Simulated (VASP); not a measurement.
# KF (R-3m) in VASP: a series of runs

Runs on KF. Level: PBE. Tasks: single point.

Program: VASP 6.6.1. These are calculated values, not measurements. Logs are shortened: lines on timing, memory, paths and dates and some standing lists are left out, and cuts for length are marked.

### 1 The cell of the first run

The structure is trigonal, space group R-3m (No. 166). The conventional cell has a = 3.793 Å, b = 3.793 Å, c = 9.593 Å, α = 90.00°, β = 90.00°, γ = 120.00°. Within 3.6 Å of K (site symmetry -3m) lie 6 F at 2.71 Å. Within 3.6 Å of F (site symmetry -3m) lie 6 K at 2.71 Å.

### 2 Single point, PBE (19.91 Å³/atom)

INCAR

```
SYSTEM = KF
ALGO = Normal
EDIFF = 1E-6
ENCUT = 520
GGA = PE
ISIF = 2
ISMEAR = 0
LASPH = .TRUE.
LCHARG = .FALSE.
LREAL = .FALSE.
LWAVE = .FALSE.
NBANDS = 15
NELM = 80
PREC = Accurate
SIGMA = 0.05
```

KPOINTS

```
k-points
0
G
  8 8 8
  0 0 0
```

POSCAR

```
KF
1.0
    0.0582823959      2.7399877289      2.7399877289
    2.7399877289      0.0582823959      2.7399877289
    2.7399877289      2.7399877289      0.0582823959
K F
1 1
Direct
    0.0000000000      0.0000000000      0.0000000000
    0.5000000000      0.5000000000      0.5000000000
```

Potentials or basis: VASP PAW PBE potentials, release 64 (K_sv, F).

Command:

```
$ cat potpaw_PBE.64/K_sv/POTCAR potpaw_PBE.64/F/POTCAR > POTCAR
$ mpirun -np 1 vasp_std > vasp.out
```

OUTCAR:

```text
SYSTEM = KF
   EDIFF = 1E-6
   ENCUT = 520
   GGA = PE
   ISIF = 2
   ISMEAR = 0
   LASPH = .TRUE.
   LREAL = .FALSE.
   NELM = 80
   PREC = Accurate

 ion  position               nearest neighbor table
   1  0.000  0.000  0.000-   2 2.71   2 2.71   2 2.71   2 2.71   2 2.71   2 2.71
   2  0.500  0.500  0.500-   1 2.71   1 2.71   1 2.71   1 2.71   1 2.71   1 2.71

  LATTYP: Found a trigonal (rhomboedric) cell.
 ALAT       =     3.8753660920
 COS(alpha) =     0.5211531429

  Lattice vectors:

 A1 = (   0.0582823959,   2.7399877289,   2.7399877289)
 A2 = (   2.7399877289,   0.0582823959,   2.7399877289)
 A3 = (   2.7399877289,   2.7399877289,   0.0582823959)

Analysis of symmetry for initial positions (statically):
=====================================================================
 Subroutine PRICEL returns:
 Original cell was already a primitive cell.

 Routine SETGRP: Setting up the symmetry group for a
 trigonal (rhombohedral) supercell.

 Subroutine GETGRP returns: Found 12 space group operations
 (whereof 12 operations were pure point group operations)
 out of a pool of 12 trial point group operations.

The static configuration has the point symmetry D_3d.

Analysis of symmetry for dynamics (positions and initial velocities):
=====================================================================
 Subroutine PRICEL returns:
 Original cell was already a primitive cell.

 Routine SETGRP: Setting up the symmetry group for a
 trigonal (rhombohedral) supercell.

 Subroutine GETGRP returns: Found 12 space group operations
 (whereof 12 operations were pure point group operations)
 out of a pool of 12 trial point group operations.

The dynamic configuration has the point symmetry D_3d.

 Subroutine INISYM returns: Found 12 space group operations
 (whereof 12 operations are pure point group operations),
 and found     1 'primitive' translations

----------------------------------------------------------------------------------------

                                     Primitive cell

  volume of cell :      39.8286

  direct lattice vectors                    reciprocal lattice vectors
     0.058282396  2.739987729  2.739987729    -0.188410633  0.184486414  0.184486414
     2.739987729  0.058282396  2.739987729     0.184486414 -0.188410633  0.184486414
     2.739987729  2.739987729  0.058282396     0.184486414  0.184486414 -0.188410633

  length of vectors
     3.875366092  3.875366092  3.875366092     0.321821442  0.321821442  0.321821442

  position of ions in fractional coordinates (direct lattice)
     0.000000000  0.000000000  0.000000000
     0.500000000  0.500000000  0.500000000

  ion indices of the primitive-cell ions
   primitive index   ion index
                 1           1
                 2           2

----------------------------------------------------------------------------------------

 KPOINTS: k-points

Automatic generation of k-mesh.
 Grid dimensions read from file:
 generate k-points for:    8    8    8

 Generating k-lattice:

  Cartesian coordinates                     Fractional coordinates (reciprocal lattice)
    -0.023551329  0.023060802  0.023060802     0.125000000  0.000000000 -0.000000000
     0.023060802 -0.023551329  0.023060802     0.000000000  0.125000000 -0.000000000
     0.023060802  0.023060802 -0.023551329     0.000000000  0.000000000  0.125000000

  Length of vectors
     0.040227680  0.040227680  0.040227680

  Shift w.r.t. Gamma in fractional coordinates (k-lattice)
     0.000000000  0.000000000  0.000000000

 Subroutine IBZKPT returns following result:
 ===========================================

 Found     65 irreducible k-points:

 Following reciprocal coordinates:
            Coordinates               Weight
  0.000000  0.000000  0.000000      1.000000
  0.125000  0.000000  0.000000      6.000000
  0.250000  0.000000  0.000000      6.000000
  0.375000  0.000000  0.000000      6.000000
  0.500000  0.000000  0.000000      3.000000
  0.125000  0.125000 -0.000000      6.000000
[... 16 lines left out ...]
  0.250000  0.125000  0.125000      6.000000
  0.375000  0.125000  0.125000      6.000000
 [... further k-points ...]
   k-points           NKPTS =     65   k-points in BZ     NKDIM =     65   number of bands    NBANDS=     15
   number of dos      NEDOS =    301   number of ions     NIONS =      2
   total plane-waves  NPLWV =  27000
   dimension x,y,z NGX =    30 NGY =   30 NGZ =   30
   dimension x,y,z NGXF=    60 NGYF=   60 NGZF=   60
   ions per type =               1   1
   NGX,Y,Z   is equivalent  to a cutoff of  12.87, 12.87, 12.87 a.u.
   NGXF,Y,Z  is equivalent  to a cutoff of  25.74, 25.74, 25.74 a.u.
 SYSTEM =  KF
   PREC   = accura    normal or accurate (medium, high low for compatibility)
   ISTART =      0    job   : 0-new  1-cont  2-samecut
   ICHARG =      2    charge: 1-file 2-atom 10-const
   ISPIN  =      1    spin polarized calculation?
   LNONCOLLINEAR =      F non collinear calculations
   LSORBIT =      F    spin-orbit coupling
   LASPH  =      T    aspherical Exc in radial PAW
   ENCUT  =  520.0 eV  38.22 Ry    6.18 a.u.   7.21  7.21  7.21*2*pi/ulx,y,z
   NELM   =     80;   NELMIN=  2; NELMDL= -5     # of ELM steps
   EDIFF  = 0.1E-05   stopping-criterion for ELM
   LREAL  =      F    real-space projection
   EDIFFG = 0.1E-04   stopping-criterion for IOM
   NSW    =      0    number of steps for IOM
   IBRION =     -1    ionic relax: 0-MD 1-quasi-New 2-CG
   NFREE  =      0    steps in history (QN), initial steepest desc. (CG)
   ISIF   =      2    stress and relaxation
   ISYM   =      2    0-nonsym 1-usesym 2-fastsym
   POTIM  = 0.5000    time-step for ionic-motion
   TEBEG  =    0.0;   TEEND  =   0.0 temperature during run
   PSTRESS=    0.0 pullay stress
   NELECT =      16.0000    total number of electrons
   NUPDOWN=      -1.0000    fix difference up-down
   EMIN   =  10.00;   EMAX   =-10.00  energy-range for DOS
   EFERMI =   0.00;   METHOD = LEGACY
   ISMEAR =     0;   SIGMA  =   0.05  broadening in eV -4-tet -1-fermi 0-gaus
   EFERMI_NEDOS =   21; number of points for ismear=-14 and -15
   IALGO  =     38    algorithm
   IMIX   =      4    mixing-type and parameters
     AMIX     =   0.40;   BMIX     =  1.00
     AMIX_MAG =   1.60;   BMIX_MAG =  1.00
  volume/ion in A,a.u.               =      19.91       134.39
  Fermi-wavevector in a.u.,A,eV,Ry     =   1.207952  2.282699 19.852919  1.459148
  Thomas-Fermi vector in A             =   2.343574
   LORBIT       =      0    0 simple, 1 ext, 2 COOP (PROOUT), +10 PAW based schemes
   GGA     = PE    functional components
   LHFCALC =     F    Hartree Fock is set to
   AEXX    =    0.0000 exact exchange contribution
   IVDW    =     0    specifies the selected vdW correction
   LEPSILON=     F    determine dielectric tensor
   LRPA    =     F    only Hartree local field effects (RPA)
 non-spin polarized calculation
 Gauss-broadening in eV      SIGMA  =   0.05
  energy-cutoff  :      520.00
  volume of cell :       39.83
 maximum number of plane-waves:      1088
 NGX is ok and might be reduce to    30
   NGX = 15   NGY = 15   NGZ = 15

 number of electron      15.9999994 magnetization

 Free energy of the ion-electron system (eV)
  ---------------------------------------------------
  ext. energy  EPLUGINS =         0.00000000
  ---------------------------------------------------
  free energy    TOTEN  =        -8.29691683 eV

  energy without entropy =       -8.29691683  energy(sigma->0) =       -8.29691683

 E-fermi :  -2.6269     XC(G=0):  -8.2111

 val. band max:       -2.9005939914   @ k =   0.0000   0.0000   0.0000
 cond. band min:       3.0282899378   @ k =   0.0000   0.0000   0.0000
 fundamental gap:      5.9288839293
 Fermi energy:        -2.6268501623

 k-point     1 :       0.0000    0.0000    0.0000
  band No.  band energies     occupation
      1     -29.1796      2.00000
      2     -21.5462      2.00000
      3     -12.4651      2.00000
      4     -12.4553      2.00000
      5     -12.4553      2.00000
      6      -2.9340      2.00000
      7      -2.9006      2.00000
      8      -2.9006      2.00000
      9       3.0283      0.00000
     10       7.4426      0.00000
     11       7.7377      0.00000
     12       7.7377      0.00000
     13       9.2642      0.00000
     14       9.2642      0.00000
     15      13.7362      0.00000

 k-point     2 :       0.1250    0.0000    0.0000
  band No.  band energies     occupation
      1     -29.1681      2.00000
      2     -21.5553      2.00000
      3     -12.4960      2.00000
      4     -12.4681      2.00000
      5     -12.4621      2.00000
      6      -3.0385      2.00000
      7      -2.9795      2.00000
      8      -2.9477      2.00000
      9       3.4523      0.00000
     10       7.4246      0.00000
     11       7.6928      0.00000
     12       7.9518      0.00000
     13       9.3842      0.00000
     14       9.3914      0.00000
     15      14.4797      0.00000

 k-point     3 :       0.2500    0.0000    0.0000
  band No.  band energies     occupation
      1     -29.1401      2.00000
      2     -21.5783      2.00000
      3     -12.5915      2.00000
      4     -12.4784      2.00000
      5     -12.4772      2.00000
      6      -3.3201      2.00000
      7      -3.0989      2.00000
      8      -3.0591      2.00000
      9       4.5184      0.00000
     10       7.0569      0.00000
     11       8.1805      0.00000
     12       8.4768      0.00000
     13       9.7719      0.00000
     14       9.8026      0.00000
     15      15.3978      0.00000
[... 343 lines left out ...]
 k-point    23 :       0.2500    0.1250    0.1250
  band No.  band energies     occupation
      1     -29.1532      2.00000
      2     -21.5695      2.00000
      3     -12.5213      2.00000
      4     -12.5165      2.00000
      5     -12.4555      2.00000
      6      -3.2330      2.00000
      7      -3.0381      2.00000
      8      -2.9546      2.00000
      9       4.0276      0.00000
     10       7.0187      0.00000
     11       8.1516      0.00000
     12       8.2306      0.00000
     13       9.6019      0.00000
     14       9.6433      0.00000
     15      15.2428      0.00000

 k-point    24 :       0.3750    0.1250    0.1250
  band No.  band energies     occupation
      1     -29.1255      2.00000
      2     -21.5881      2.00000
      3     -12.6249      2.00000
      4     -12.5401      2.00000
      5     -12.4721      2.00000
      6      -3.4358      2.00000
      7      -3.1431      2.00000
      8      -3.0551      2.00000
      9       5.1003      0.00000
     10       6.8490      0.00000
     11       8.5191      0.00000
     12       8.7106      0.00000
     13       9.9748      0.00000
     14      10.2982      0.00000
     15      14.6754      0.00000

 [... further k-points ...]
[... 5 lines left out ...]
  --------------------------------------------------------------------------------------
  -------------------------------------------------------------------------------------
  Total       -0.0022567     -0.0022567     -0.0022567     -0.0764540     -0.0764540     -0.0764540
  in kB       -0.0907800     -0.0907800     -0.0907800     -3.0754986     -3.0754986     -3.0754986
  external PRESSURE =      -0.0907800 kB  Pullay stress =       0.0000000 kB

 VOLUME and BASIS-vectors are now :
 -----------------------------------------------------------------------------
  energy-cutoff  :      520.00
  volume of cell :       39.83
      direct lattice vectors                 reciprocal lattice vectors
     0.058282396  2.739987729  2.739987729    -0.188410633  0.184486414  0.184486414
     2.739987729  0.058282396  2.739987729     0.184486414 -0.188410633  0.184486414
     2.739987729  2.739987729  0.058282396     0.184486414  0.184486414 -0.188410633

 POSITION                                       TOTAL-FORCE (eV/Angst)
 -----------------------------------------------------------------------------------
      0.00000      0.00000      0.00000         0.000000     -0.000000      0.000000
      2.76913      2.76913      2.76913        -0.000000      0.000000     -0.000000
 -----------------------------------------------------------------------------------
    total drift:                                0.000000      0.000000      0.000000

  FREE ENERGIE OF THE ION-ELECTRON SYSTEM (eV)
  ---------------------------------------------------
  free  energy   TOTEN  =        -8.2969168338 eV

  energy  without entropy=       -8.2969168338  energy(sigma->0) =       -8.29691683
```

It took 73 s on 1 thread of Intel Xeon 8259CL, shared host; peak memory 0.19 GiB.

What came out:

```
Free energy            : -8.2969 eV
Pressure               : 0.0 GPa
Band gap on the k mesh : 5.93 eV
```

Levels at points of the mesh, in eV from the valence-band top:
| k point | band 6 | band 7 | band 8 | band 9 | band 10 | band 11 |
| --- | --- | --- | --- | --- | --- | --- |
| (0.00, 0.00, 0.00) | -0.03 | 0.00 | 0.00 | 5.93 | 10.34 | 10.64 |
| (0.50, 0.00, 0.00) | -0.76 | -0.36 | -0.31 | 8.90 | 10.30 | 11.72 |
| (0.50, 0.50, 0.00) | -0.25 | -0.09 | -0.06 | 8.14 | 10.04 | 11.46 |
| (0.50, 0.50, 0.50) | -0.76 | -0.29 | -0.29 | 8.78 | 10.19 | 11.81 |

[end of part 1 of 2]
